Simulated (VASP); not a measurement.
Write the native input for VASP 6.6.1 that does the following.

```
Task                   : single point
Functional             : PBE
Potentials or basis    : VASP PAW PBE potentials, release 64 (Al, Bi_d, O)
Cutoff                 : 520 eV
k mesh                 : 4 × 4 × 6
Occupations            : gaussian, width 0.1 eV
Spin                   : no spin polarisation
Dipole correction      : no
Further INCAR settings : ALGO = Normal; EDIFF = 1e-06; NBANDS = 23
```

The structure of Al3BiO lies in POSCAR:

```
Al3BiO
1.0
    5.2142173886      0.0000000000      0.0000000000
    0.0000000000      5.2142173886      0.0000000000
    0.0000000000      0.0000000000      3.6059358077
Al Bi O
3 1 1
Direct
    0.0000000000      0.0000000000      0.0000000000
    0.0000000000      0.5000000000      0.5000000000
    0.5000000000      0.0000000000      0.5000000000
    0.5000000000      0.5000000000      0.0000000000
    0.0000000000      0.0000000000      0.5000000000
```

The cell was built from a structure type or drawn by symmetry, and may not be a known phase.

These files were run (other wordings do the same):

INCAR

```
SYSTEM = Al3BiO
PREC = Accurate
ENCUT = 520
EDIFF = 1E-6
ISMEAR = 0
SIGMA = 0.1
LREAL = .FALSE.
LASPH = .TRUE.
NELM = 60
ALGO = Normal
ISIF = 2
LWAVE = .FALSE.
LCHARG = .FALSE.
GGA = PE
NBANDS = 23
```

KPOINTS

```
Automatic mesh
0
G
  4 4 6
  0 0 0
```

Potentials or basis: VASP PAW PBE potentials, release 64 (Al, Bi_d, O).

Run with:

```sh
$ cat potpaw_PBE.64/Al/POTCAR potpaw_PBE.64/Bi_d/POTCAR potpaw_PBE.64/O/POTCAR > POTCAR
$ mpirun -np 1 vasp_std > vasp.out
```

Results of the run:

* Pressure: 0.2 GPa
* Band gap on the k mesh: zero (bands 15 and 16 overlap by 2.74 eV)

Caveat: spin-orbit coupling is left out, which moves the levels of the heavy elements.

It took 33 s on 1 thread of AMD EPYC 9R45 96-Core Processor (Zen 5) (shared host), peak memory 0.19 GiB.
